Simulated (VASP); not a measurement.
# C (C2/m) in VASP: single point with PBE

Aim: the single point of C with PBE.

Program: VASP 6.6.1. These are calculated values, not measurements. Logs are shortened: lines on timing, memory, paths and dates and some standing lists are left out, and cuts for length are marked.

### Step 1. The cell of the first run

The structure is monoclinic, space group C2/m (No. 12). The conventional cell has a = 4.315 Å, b = 2.538 Å, c = 3.839 Å, α = 90.00°, β = 111.16°, γ = 90.00°. Within 1.9 Å of C (site symmetry m) lie 3 C at 1.43 to 1.47 Å.

### Step 2. Single point, PBE (strained)

Contents of INCAR:

```
SYSTEM = C
PREC = Accurate
ENCUT = 520
EDIFF = 1E-6
ISMEAR = 0
SIGMA = 0.05
LREAL = .False.
LASPH = .True.
NELM = 80
ALGO = Normal
ISIF = 2
LWAVE = .False.
LCHARG = .True.
GGA = PE
LELF = .True.
LVHAR = .True.
NBANDS = 11
```

Contents of KPOINTS:

```
regular mesh
0
Gamma
  16 16 10
  0 0 0
```

Contents of POSCAR:

```
C
1.0
    2.1574218895     -1.2689017403      0.0039780890
    2.1574218895      1.2689017403      0.0039780890
   -1.3920331739      0.0000000000      3.5772784518
C
2
Direct
    0.8375177210      0.8375177210      0.0084757529
    0.1624822790      0.1624822790      0.9915242471
```

Potentials or basis: VASP PAW PBE potentials, release 64 (C).

The run is started by

```bash
> cat potpaw_PBE.64/C/POTCAR > POTCAR
> mpirun -np 1 vasp_std > vasp.out
```

OUTCAR:

```text
SYSTEM = C
   PREC = Accurate
   ENCUT = 520
   EDIFF = 1E-6
   ISMEAR = 0
   LREAL = .False.
   LASPH = .True.
   NELM = 80
   ISIF = 2
   GGA = PE

 ion  position               nearest neighbor table
   1  0.838  0.838  0.008-   2 1.43   2 1.47   2 1.47
   2  0.162  0.162  0.992-   1 1.43   1 1.47   1 1.47

  LATTYP: Found a base centered monoclinic cell.
 ALAT       =     4.3148511142
 B/A-ratio  =     0.5881555153
 C/A-ratio  =     0.8896199270
 COS(beta)  =    -0.3609239703

  Lattice vectors:

 A1 = (   2.1574218895,  -1.2689017403,   0.0039780890)
 A2 = (   2.1574218895,   1.2689017403,   0.0039780890)
 A3 = (  -1.3920331739,   0.0000000000,   3.5772784518)

Analysis of symmetry for initial positions (statically):
=====================================================================
 Subroutine PRICEL returns:
 Original cell was already a primitive cell.

 Routine SETGRP: Setting up the symmetry group for a
 base centered monoclinic supercell.

 Subroutine GETGRP returns: Found  4 space group operations
 (whereof  4 operations were pure point group operations)
 out of a pool of  4 trial point group operations.

The static configuration has the point symmetry C_2h.

Analysis of symmetry for dynamics (positions and initial velocities):
=====================================================================
 Subroutine PRICEL returns:
 Original cell was already a primitive cell.

 Routine SETGRP: Setting up the symmetry group for a
 base centered monoclinic supercell.

 Subroutine GETGRP returns: Found  4 space group operations
 (whereof  4 operations were pure point group operations)
 out of a pool of  4 trial point group operations.

The dynamic configuration has the point symmetry C_2h.

 Subroutine INISYM returns: Found  4 space group operations
 (whereof  4 operations are pure point group operations),
 and found     1 'primitive' translations

----------------------------------------------------------------------------------------

                                     Primitive cell

  volume of cell :      19.6001

  direct lattice vectors                    reciprocal lattice vectors
     2.157421890 -1.268901740  0.003978089     0.231591928 -0.394041543  0.090119808
     2.157421890  1.268901740  0.003978089     0.231591928  0.394041543  0.090119808
    -1.392033174  0.000000000  3.577278452    -0.000515081  0.000000000  0.279341685

  length of vectors
     2.502917630  2.502917630  3.838577533     0.465859570  0.465859570  0.279342160

  position of ions in fractional coordinates (direct lattice)
     0.837517721  0.837517721  0.008475753
     0.162482279  0.162482279  0.991524247

  ion indices of the primitive-cell ions
   primitive index   ion index
                 1           1
                 2           2

----------------------------------------------------------------------------------------

 KPOINTS: regular mesh

Automatic generation of k-mesh.
 Grid dimensions read from file:
 generate k-points for:   16   16   10

 Generating k-lattice:

  Cartesian coordinates                     Fractional coordinates (reciprocal lattice)
     0.014474496 -0.024627596  0.005632488     0.062500000 -0.000000000  0.000000000
     0.014474496  0.024627596  0.005632488    -0.000000000  0.062500000  0.000000000
    -0.000051508  0.000000000  0.027934169     0.000000000  0.000000000  0.100000000

  Length of vectors
     0.029116223  0.029116223  0.027934216

  Shift w.r.t. Gamma in fractional coordinates (k-lattice)
     0.000000000  0.000000000  0.000000000

 Subroutine IBZKPT returns following result:
 ===========================================

 Found    690 irreducible k-points:

 Following reciprocal coordinates:
            Coordinates               Weight
  0.000000  0.000000  0.000000      1.000000
  0.062500  0.000000 -0.000000      4.000000
  0.125000  0.000000 -0.000000      4.000000
  0.187500  0.000000 -0.000000      4.000000
  0.250000  0.000000 -0.000000      4.000000
  0.312500  0.000000 -0.000000      4.000000
[... 16 lines left out ...]
 -0.125000  0.062500  0.000000      4.000000
 -0.062500  0.062500  0.000000      2.000000
 [... further k-points ...]
   k-points           NKPTS =    690   k-points in BZ     NKDIM =    690   number of bands    NBANDS=     11
   number of dos      NEDOS =    301   number of ions     NIONS =      2
   total plane-waves  NPLWV =  12000
   dimension x,y,z NGX =    20 NGY =   20 NGZ =   30
   dimension x,y,z NGXF=    40 NGYF=   40 NGZF=   60
   ions per type =               2
   NGX,Y,Z   is equivalent  to a cutoff of  13.28, 13.28, 12.99 a.u.
   NGXF,Y,Z  is equivalent  to a cutoff of  26.57, 26.57, 25.99 a.u.
 SYSTEM =  C
   PREC   = accura    normal or accurate (medium, high low for compatibility)
   ISTART =      0    job   : 0-new  1-cont  2-samecut
   ICHARG =      2    charge: 1-file 2-atom 10-const
   ISPIN  =      1    spin polarized calculation?
   LNONCOLLINEAR =      F non collinear calculations
   LSORBIT =      F    spin-orbit coupling
   LASPH  =      T    aspherical Exc in radial PAW
   ENCUT  =  520.0 eV  38.22 Ry    6.18 a.u.   4.65  4.65  7.14*2*pi/ulx,y,z
   NELM   =     80;   NELMIN=  2; NELMDL= -5     # of ELM steps
   EDIFF  = 0.1E-05   stopping-criterion for ELM
   LREAL  =      F    real-space projection
   EDIFFG = 0.1E-04   stopping-criterion for IOM
   NSW    =      0    number of steps for IOM
   IBRION =     -1    ionic relax: 0-MD 1-quasi-New 2-CG
   NFREE  =      0    steps in history (QN), initial steepest desc. (CG)
   ISIF   =      2    stress and relaxation
   ISYM   =      2    0-nonsym 1-usesym 2-fastsym
   POTIM  = 0.5000    time-step for ionic-motion
   TEBEG  =    0.0;   TEEND  =   0.0 temperature during run
   PSTRESS=    0.0 pullay stress
   NELECT =       8.0000    total number of electrons
   NUPDOWN=      -1.0000    fix difference up-down
   EMIN   =  10.00;   EMAX   =-10.00  energy-range for DOS
   EFERMI =   0.00;   METHOD = LEGACY
   ISMEAR =     0;   SIGMA  =   0.05  broadening in eV -4-tet -1-fermi 0-gaus
   EFERMI_NEDOS =   21; number of points for ismear=-14 and -15
   IALGO  =     38    algorithm
   IMIX   =      4    mixing-type and parameters
     AMIX     =   0.40;   BMIX     =  1.00
     AMIX_MAG =   1.60;   BMIX_MAG =  1.00
  volume/ion in A,a.u.               =       9.80        66.13
  Fermi-wavevector in a.u.,A,eV,Ry     =   1.214374  2.294834 20.064562  1.474704
  Thomas-Fermi vector in A             =   2.349796
   LORBIT       =      0    0 simple, 1 ext, 2 COOP (PROOUT), +10 PAW based schemes
   GGA     = PE    functional components
   LHFCALC =     F    Hartree Fock is set to
   AEXX    =    0.0000 exact exchange contribution
   IVDW    =     0    specifies the selected vdW correction
   LEPSILON=     F    determine dielectric tensor
   LRPA    =     F    only Hartree local field effects (RPA)
 non-spin polarized calculation
 Gauss-broadening in eV      SIGMA  =   0.05
  energy-cutoff  :      520.00
  volume of cell :       19.60
 maximum number of plane-waves:       537
   NGX =  9   NGY =  9   NGZ = 15

 number of electron       8.0000000 magnetization

 Free energy of the ion-electron system (eV)
  ---------------------------------------------------
  ext. energy  EPLUGINS =         0.00000000
  ---------------------------------------------------
  free energy    TOTEN  =       -18.35129338 eV

  energy without entropy =      -18.35129338  energy(sigma->0) =      -18.35129338

 E-fermi :   3.8075     XC(G=0):  -9.7665

 val. band max:        3.5773737589   @ k =  -0.3125   0.3750   0.3000
 cond. band min:       4.0617430717   @ k =  -0.3125   0.3750   0.3000
 fundamental gap:      0.4843693128
 Fermi energy:         3.8074744955

 k-point     1 :       0.0000    0.0000    0.0000
  band No.  band energies     occupation
      1     -15.3381      2.00000
      2      -2.6637      2.00000
      3       0.6337      2.00000
      4       0.9306      2.00000
      5       7.7498      0.00000
      6      11.3157      0.00000
      7      12.1028      0.00000
      8      14.5160      0.00000
      9      15.1560      0.00000
     10      25.7053      0.00000
     11      27.0349      0.00000

 k-point     2 :       0.0625    0.0000   -0.0000
  band No.  band energies     occupation
      1     -15.2484      2.00000
      2      -2.5706      2.00000
      3       0.3700      2.00000
      4       0.6399      2.00000
      5       7.8717      0.00000
      6      11.4570      0.00000
      7      12.4213      0.00000
      8      14.2252      0.00000
      9      15.3043      0.00000
     10      25.9733      0.00000
     11      26.6888      0.00000

 k-point     3 :       0.1250    0.0000   -0.0000
  band No.  band energies     occupation
      1     -14.9802      2.00000
      2      -2.2928      2.00000
      3      -0.5681      2.00000
      4       0.1134      2.00000
      5       8.2340      0.00000
      6      11.6501      0.00000
      7      13.3326      0.00000
      8      13.4464      0.00000
      9      15.8235      0.00000
     10      25.5349      0.00000
     11      26.6754      0.00000

 k-point     4 :       0.1875    0.0000   -0.0000
  band No.  band energies     occupation
      1     -14.5355      2.00000
      2      -1.9841      2.00000
      3      -1.7994      2.00000
      4      -0.4874      2.00000
      5       8.8119      0.00000
      6      11.6219      0.00000
      7      12.2737      0.00000
      8      14.8035      0.00000
      9      16.7388      0.00000
     10      24.0245      0.00000
     11      26.9568      0.00000

 k-point     5 :       0.2500    0.0000   -0.0000
  band No.  band energies     occupation
      1     -13.9181      2.00000
      2      -3.5232      2.00000
      3      -1.1961      2.00000
      4      -1.0880      2.00000
      5       9.4117      0.00000
      6      10.9944      0.00000
      7      11.5531      0.00000
      8      16.5489      0.00000
      9      17.8443      0.00000
     10      22.6564      0.00000
     11      25.8645      0.00000
[... 211 lines left out ...]
 k-point    21 :      -0.2500    0.0625    0.0000
  band No.  band energies     occupation
      1     -13.4985      2.00000
      2      -4.2643      2.00000
      3      -1.6957      2.00000
      4      -0.7021      2.00000
      5       9.2571      0.00000
      6      10.6925      0.00000
      7      11.8183      0.00000
      8      17.0955      0.00000
      9      18.7299      0.00000
     10      21.3957      0.00000
     11      25.5734      0.00000

 k-point    22 :      -0.1875    0.0625    0.0000
  band No.  band energies     occupation
      1     -14.1950      2.00000
      2      -2.6879      2.00000
      3      -1.4196      2.00000
      4      -1.1259      2.00000
      5       9.0989      0.00000
      6      11.3508      0.00000
      7      12.0012      0.00000
      8      15.5511      0.00000
      9      17.5089      0.00000
     10      22.5336      0.00000
     11      26.8133      0.00000

 k-point    23 :      -0.1250    0.0625    0.0000
  band No.  band energies     occupation
      1     -14.7219      2.00000
      2      -1.9881      2.00000
      3      -1.2209      2.00000
      4      -0.5087      2.00000
      5       8.4905      0.00000
      6      11.8134      0.00000
      7      12.7155      0.00000
      8      14.2408      0.00000
      9      16.3070      0.00000
     10      24.1129      0.00000
     11      27.1120      0.00000

 k-point    24 :      -0.0625    0.0625    0.0000
  band No.  band energies     occupation
      1     -15.0740      2.00000
      2      -2.3687      2.00000
      3      -0.0699      2.00000
      4       0.0643      2.00000
      5       8.0628      0.00000
      6      11.5790      0.00000
      7      13.2236      0.00000
      8      13.6767      0.00000
      9      15.5461      0.00000
     10      25.7278      0.00000
     11      26.4283      0.00000

 [... further k-points ...]

------------------------ aborting loop because EDIFF is reached ----------------------------------------

  FORCE on cell =-STRESS in cart. coord.  units (eV):
  Direction    XX          YY          ZZ          XY          YZ          ZX
  --------------------------------------------------------------------------------------
  -------------------------------------------------------------------------------------
  Total       -1.4341704     -3.3637830      0.1252092      0.0000000      0.0000000     -0.0550961
  in kB     -117.2341207   -274.9674153     10.2350371      0.0000000      0.0000000     -4.5037500
  external PRESSURE =    -127.3221663 kB  Pullay stress =       0.0000000 kB

 VOLUME and BASIS-vectors are now :
 -----------------------------------------------------------------------------
  energy-cutoff  :      520.00
  volume of cell :       19.60
      direct lattice vectors                 reciprocal lattice vectors
     2.157421890 -1.268901740  0.003978089     0.231591928 -0.394041543  0.090119808
     2.157421890  1.268901740  0.003978089     0.231591928  0.394041543  0.090119808
    -1.392033174  0.000000000  3.577278452    -0.000515081  0.000000000  0.279341685

 POSITION                                       TOTAL-FORCE (eV/Angst)
 -----------------------------------------------------------------------------------
      3.60196      0.00000      0.03698        -0.734169      0.000000     -0.999034
     -0.67915      0.00000      3.54825         0.734169      0.000000      0.999034
 -----------------------------------------------------------------------------------
    total drift:                               -0.000000     -0.000000     -0.000000

  FREE ENERGIE OF THE ION-ELECTRON SYSTEM (eV)
  ---------------------------------------------------
  free  energy   TOTEN  =       -18.3512933760 eV

  energy  without entropy=      -18.3512933760  energy(sigma->0) =      -18.35129338
```

It took 56 s on 1 thread of Intel Xeon 6975P-C (Granite Rapids), shared host; peak memory 0.22 GiB.

What came out:

* Free energy: -18.3513 eV
* Pressure: -12.7 GPa
* Largest force: 1.240 eV/Å

Forces in eV/Å, atoms in the order of the input:
```
C   -0.734  0.000 -0.999
C    0.734  0.000  0.999
```

Stress tensor (GPa, compression positive):
```
-11.72   0.00  -0.45
  0.00 -27.50   0.00
 -0.45   0.00   1.02
```

Caveat: the cell differs from its parent crystal (strained); the stress differs along the axes, from -27 to 1 GPa; this functional lacks dispersion, which binds layers or chains, so the pressure and a relaxed spacing across them are unreliable; forces of over 1 eV/Å act on the atoms, so gaps and moduli don't describe the material at rest.
